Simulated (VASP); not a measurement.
# Pb (C2/m) in VASP: single point with PBE

Aim: the single point of Pb with PBE.

Everything below comes from runs of VASP 6.6.1. Logs are shortened: lines on timing, memory, paths and dates and some standing lists are left out, and cuts for length are marked.

### Step 1. The cell of the first run

It takes space group C2/m (No. 12, monoclinic). Conventional cell: a = 5.862 Å, b = 3.598 Å, c = 6.974 Å, α = 90.00°, β = 109.20°, γ = 90.00°. Pb (site symmetry m) has 10 Pb at 3.44 to 3.68 Å within 4.5 Å.

### Step 2. Single point, PBE (strained)

INCAR reads:

```
SYSTEM = Pb
PREC = Accurate
ENCUT = 520
EDIFF = 1E-7
ISMEAR = 0
SIGMA = 0.1
LREAL = .False.
LASPH = .True.
NELM = 100
ALGO = Fast
ISIF = 2
LWAVE = .False.
LCHARG = .True.
GGA = PE
LELF = .True.
LVHAR = .True.
NBANDS = 21
```

KPOINTS reads:

```
regular mesh
0
Gamma
  14 14 8
  0 0 0
```

POSCAR reads:

```
Pb
1.0
    2.9306147273     -1.7988563325     -0.0594351493
    2.9306147273      1.7988563325     -0.0594351493
   -2.1595016938      0.0000000000      6.6314746236
Pb
2
Direct
    0.0873817914      0.0873817914      0.2695669359
    0.9126182086      0.9126182086      0.7304330641
```

Potentials or basis: VASP PAW PBE potentials, release 64 (Pb_d).

On the command line:

```
cat potpaw_PBE.64/Pb_d/POTCAR > POTCAR
mpirun -np 1 vasp_std > vasp.out
```

OUTCAR:

```text
SYSTEM = Pb
   PREC = Accurate
   ENCUT = 520
   EDIFF = 1E-7
   ISMEAR = 0
   LREAL = .False.
   LASPH = .True.
   NELM = 100
   ISIF = 2
   GGA = PE

 ion  position               nearest neighbor table
   1  0.087  0.087  0.270-   2 3.56   2 3.63   2 3.63   2 3.68
   2  0.913  0.913  0.730-   1 3.56   1 3.63   1 3.63   1 3.68

  LATTYP: Found a base centered monoclinic cell.
 ALAT       =     5.8624347218
 B/A-ratio  =     0.6136891643
 C/A-ratio  =     1.1896475960
 COS(beta)  =    -0.3288565314

  Lattice vectors:

 A1 = (   2.9306147273,  -1.7988563325,  -0.0594351493)
 A2 = (   2.9306147273,   1.7988563325,  -0.0594351493)
 A3 = (  -2.1595016938,   0.0000000000,   6.6314746236)

Analysis of symmetry for initial positions (statically):
=====================================================================
 Subroutine PRICEL returns:
 Original cell was already a primitive cell.

 Routine SETGRP: Setting up the symmetry group for a
 base centered monoclinic supercell.

 Subroutine GETGRP returns: Found  4 space group operations
 (whereof  4 operations were pure point group operations)
 out of a pool of  4 trial point group operations.

The static configuration has the point symmetry C_2h.

Analysis of symmetry for dynamics (positions and initial velocities):
=====================================================================
 Subroutine PRICEL returns:
 Original cell was already a primitive cell.

 Routine SETGRP: Setting up the symmetry group for a
 base centered monoclinic supercell.

 Subroutine GETGRP returns: Found  4 space group operations
 (whereof  4 operations were pure point group operations)
 out of a pool of  4 trial point group operations.

The dynamic configuration has the point symmetry C_2h.

 Subroutine INISYM returns: Found  4 space group operations
 (whereof  4 operations are pure point group operations),
 and found     1 'primitive' translations

----------------------------------------------------------------------------------------

                                     Primitive cell

  volume of cell :      69.4572

  direct lattice vectors                    reciprocal lattice vectors
     2.930614727 -1.798856332 -0.059435149     0.171746940 -0.277954382  0.055928407
     2.930614727  1.798856332 -0.059435149     0.171746940  0.277954382  0.055928407
    -2.159501694  0.000000000  6.631474624     0.003078593  0.000000000  0.151798549

  length of vectors
     3.439174221  3.439174221  6.974231373     0.331487008  0.331487008  0.151829764

  position of ions in fractional coordinates (direct lattice)
     0.087381791  0.087381791  0.269566936
     0.912618209  0.912618209  0.730433064

  ion indices of the primitive-cell ions
   primitive index   ion index
                 1           1
                 2           2

----------------------------------------------------------------------------------------

 KPOINTS: regular mesh

Automatic generation of k-mesh.
 Grid dimensions read from file:
 generate k-points for:   14   14    8

 Generating k-lattice:

  Cartesian coordinates                     Fractional coordinates (reciprocal lattice)
     0.012267639 -0.019853884  0.003994886     0.071428571  0.000000000  0.000000000
     0.012267639  0.019853884  0.003994886     0.000000000  0.071428571  0.000000000
     0.000384824  0.000000000  0.018974819     0.000000000  0.000000000  0.125000000

  Length of vectors
     0.023677643  0.023677643  0.018978721

  Shift w.r.t. Gamma in fractional coordinates (k-lattice)
     0.000000000  0.000000000  0.000000000

 Subroutine IBZKPT returns following result:
 ===========================================

 Found    429 irreducible k-points:

 Following reciprocal coordinates:
            Coordinates               Weight
  0.000000  0.000000  0.000000      1.000000
  0.071429 -0.000000  0.000000      4.000000
  0.142857 -0.000000  0.000000      4.000000
  0.214286 -0.000000  0.000000      4.000000
  0.285714 -0.000000  0.000000      4.000000
  0.357143 -0.000000  0.000000      4.000000
[... 16 lines left out ...]
  0.214286  0.142857  0.000000      4.000000
  0.285714  0.142857  0.000000      4.000000
 [... further k-points ...]
   k-points           NKPTS =    429   k-points in BZ     NKDIM =    429   number of bands    NBANDS=     21
   number of dos      NEDOS =    301   number of ions     NIONS =      2
   total plane-waves  NPLWV =  42336
   dimension x,y,z NGX =    28 NGY =   28 NGZ =   54
   dimension x,y,z NGXF=    56 NGYF=   56 NGZF=  108
   ions per type =               2
   NGX,Y,Z   is equivalent  to a cutoff of  13.53, 13.53, 12.87 a.u.
   NGXF,Y,Z  is equivalent  to a cutoff of  27.07, 27.07, 25.74 a.u.
 SYSTEM =  Pb
   PREC   = accura    normal or accurate (medium, high low for compatibility)
   ISTART =      0    job   : 0-new  1-cont  2-samecut
   ICHARG =      2    charge: 1-file 2-atom 10-const
   ISPIN  =      1    spin polarized calculation?
   LNONCOLLINEAR =      F non collinear calculations
   LSORBIT =      F    spin-orbit coupling
   LASPH  =      T    aspherical Exc in radial PAW
   ENCUT  =  520.0 eV  38.22 Ry    6.18 a.u.   6.39  6.39 12.97*2*pi/ulx,y,z
   NELM   =    100;   NELMIN=  2; NELMDL= -5     # of ELM steps
   EDIFF  = 0.1E-06   stopping-criterion for ELM
   LREAL  =      F    real-space projection
   EDIFFG = 0.1E-05   stopping-criterion for IOM
   NSW    =      0    number of steps for IOM
   IBRION =     -1    ionic relax: 0-MD 1-quasi-New 2-CG
   NFREE  =      0    steps in history (QN), initial steepest desc. (CG)
   ISIF   =      2    stress and relaxation
   ISYM   =      2    0-nonsym 1-usesym 2-fastsym
   POTIM  = 0.5000    time-step for ionic-motion
   TEBEG  =    0.0;   TEEND  =   0.0 temperature during run
   PSTRESS=    0.0 pullay stress
   NELECT =      28.0000    total number of electrons
   NUPDOWN=      -1.0000    fix difference up-down
   EMIN   =  10.00;   EMAX   =-10.00  energy-range for DOS
   EFERMI =   0.00;   METHOD = LEGACY
   ISMEAR =     0;   SIGMA  =   0.10  broadening in eV -4-tet -1-fermi 0-gaus
   EFERMI_NEDOS =   21; number of points for ismear=-14 and -15
   IALGO  =     68    algorithm
   IMIX   =      4    mixing-type and parameters
     AMIX     =   0.40;   BMIX     =  1.00
     AMIX_MAG =   1.60;   BMIX_MAG =  1.00
  volume/ion in A,a.u.               =      34.73       234.36
  Fermi-wavevector in a.u.,A,eV,Ry     =   1.209358  2.285356 19.899166  1.462547
  Thomas-Fermi vector in A             =   2.344938
   LORBIT       =      0    0 simple, 1 ext, 2 COOP (PROOUT), +10 PAW based schemes
   GGA     = PE    functional components
   LHFCALC =     F    Hartree Fock is set to
   AEXX    =    0.0000 exact exchange contribution
   IVDW    =     0    specifies the selected vdW correction
   LEPSILON=     F    determine dielectric tensor
   LRPA    =     F    only Hartree local field effects (RPA)
 non-spin polarized calculation
 RMM-DIIS sequential band-by-band and
 Gauss-broadening in eV      SIGMA  =   0.10
  energy-cutoff  :      520.00
  volume of cell :       69.46
 maximum number of plane-waves:      1891
 NGX is ok and might be reduce to    28
   NGX = 13   NGY = 13   NGZ = 25

 number of electron      28.0000001 magnetization

 Free energy of the ion-electron system (eV)
  ---------------------------------------------------
  ext. energy  EPLUGINS =         0.00000000
  ---------------------------------------------------
  free energy    TOTEN  =        -6.95251598 eV

  energy without entropy =       -6.94644820  energy(sigma->0) =       -6.94948209

 E-fermi :   5.8369     XC(G=0):  -9.5026

 val. band max:        5.8352163162   @ k =   0.4286   0.1429   0.5000
 cond. band min:       5.8379569156   @ k =  -0.4286   0.0714   0.0000
 fundamental gap:      0.0027405994
 Fermi energy:         5.8369312188

 k-point     1 :       0.0000    0.0000    0.0000
  band No.  band energies     occupation
      1     -11.2804      2.00000
      2     -11.2270      2.00000
      3     -11.2222      2.00000
      4     -11.1871      2.00000
      5     -11.1346      2.00000
      6     -11.1333      2.00000
[... 13 lines left out ...]
     20      15.5265      0.00000
     21      16.0507      0.00000

 k-point     2 :       0.0714   -0.0000    0.0000
  band No.  band energies     occupation
      1     -11.2747      2.00000
      2     -11.2246      2.00000
      3     -11.2191      2.00000
      4     -11.1787      2.00000
      5     -11.1296      2.00000
      6     -11.1258      2.00000
[... 13 lines left out ...]
     20      15.5135      0.00000
     21      16.1750      0.00000

 k-point     3 :       0.1429   -0.0000    0.0000
  band No.  band energies     occupation
      1     -11.2650      2.00000
      2     -11.2285      2.00000
      3     -11.2080      2.00000
      4     -11.1494      2.00000
      5     -11.1106      2.00000
      6     -11.1055      2.00000
[... 13 lines left out ...]
     20      14.8419      0.00000
     21      15.6481      0.00000

 k-point     4 :       0.2143   -0.0000    0.0000
  band No.  band energies     occupation
      1     -11.2657      2.00000
      2     -11.2414      2.00000
      3     -11.1876      2.00000
      4     -11.1323      2.00000
      5     -11.0788      2.00000
      6     -11.0755      2.00000
[... 13 lines left out ...]
     20      14.2386      0.00000
     21      15.2325      0.00000

 k-point     5 :       0.2857   -0.0000    0.0000
  band No.  band energies     occupation
      1     -11.2775      2.00000
      2     -11.2571      2.00000
      3     -11.1679      2.00000
      4     -11.1589      2.00000
      5     -11.0663      2.00000
      6     -11.0596      2.00000
[... 13 lines left out ...]
     20      13.7850      0.00000
     21      14.6375      0.00000
[... 382 lines left out ...]
     20      15.8779      0.00000
     21      16.0213      0.00000

 k-point    22 :       0.1429    0.1429   -0.0000
  band No.  band energies     occupation
      1     -11.2495      2.00000
      2     -11.1708      2.00000
      3     -11.1665      2.00000
      4     -11.1660      2.00000
      5     -11.1498      2.00000
      6     -11.1348      2.00000
[... 13 lines left out ...]
     20      14.6069      0.00000
     21      15.1039      0.00000

 k-point    23 :       0.2143    0.1429    0.0000
  band No.  band energies     occupation
      1     -11.2367      2.00000
      2     -11.1812      2.00000
      3     -11.1747      2.00000
      4     -11.1458      2.00000
      5     -11.1182      2.00000
      6     -11.1054      2.00000
[... 13 lines left out ...]
     20      14.9461      0.00000
     21      15.3470      0.00000

 k-point    24 :       0.2857    0.1429    0.0000
  band No.  band energies     occupation
      1     -11.2223      2.00000
      2     -11.1985      2.00000
      3     -11.1887      2.00000
      4     -11.1406      2.00000
      5     -11.1085      2.00000
      6     -11.0836      2.00000
[... 13 lines left out ...]
     20      15.1830      0.00000
     21      15.6779      0.00000

 [... further k-points ...]

------------------------ aborting loop because EDIFF is reached ----------------------------------------

  FORCE on cell =-STRESS in cart. coord.  units (eV):
  Direction    XX          YY          ZZ          XY          YZ          ZX
  --------------------------------------------------------------------------------------
  -------------------------------------------------------------------------------------
  Total        0.0433733     -0.6279451     -1.3065139      0.0000000      0.0000000     -0.0962865
  in kB        1.0004953    -14.4848729    -30.1374858      0.0000000      0.0000000     -2.2210515
  external PRESSURE =     -14.5406212 kB  Pullay stress =       0.0000000 kB

 VOLUME and BASIS-vectors are now :
 -----------------------------------------------------------------------------
  energy-cutoff  :      520.00
  volume of cell :       69.46
      direct lattice vectors                 reciprocal lattice vectors
     2.930614727 -1.798856332 -0.059435149     0.171746940 -0.277954382  0.055928407
     2.930614727  1.798856332 -0.059435149     0.171746940  0.277954382  0.055928407
    -2.159501694  0.000000000  6.631474624     0.003078593  0.000000000  0.151798549

 POSITION                                       TOTAL-FORCE (eV/Angst)
 -----------------------------------------------------------------------------------
     -0.06997      0.00000      1.77724        -0.008541      0.000000      0.131213
      3.77169      0.00000      4.73537         0.008541      0.000000     -0.131213
 -----------------------------------------------------------------------------------
    total drift:                                0.000000      0.000000      0.000000

  FREE ENERGIE OF THE ION-ELECTRON SYSTEM (eV)
  ---------------------------------------------------
  free  energy   TOTEN  =        -6.9525159756 eV

  energy  without entropy=       -6.9464481984  energy(sigma->0) =       -6.94948209
```

Wall time 9.1 min (1 thread of Intel Xeon Platinum 8259CL at 2.50GHz (Skylake/Cascade Lake), shared host); peak memory 0.58 GiB.

Results:

* Free energy: -6.9525 eV
* Pressure: -1.5 GPa
* Largest force: 0.131 eV/Å
* Band gap on the k mesh: zero (bands 14 and 15 overlap by 5.92 eV)

Forces on the atoms (eV/Å):
```
Pb  -0.009  0.000  0.131
Pb   0.009  0.000 -0.131
```

Caveat: the cell differs from its parent crystal (strained); spin-orbit coupling is left out, which moves the levels of the heavy elements.
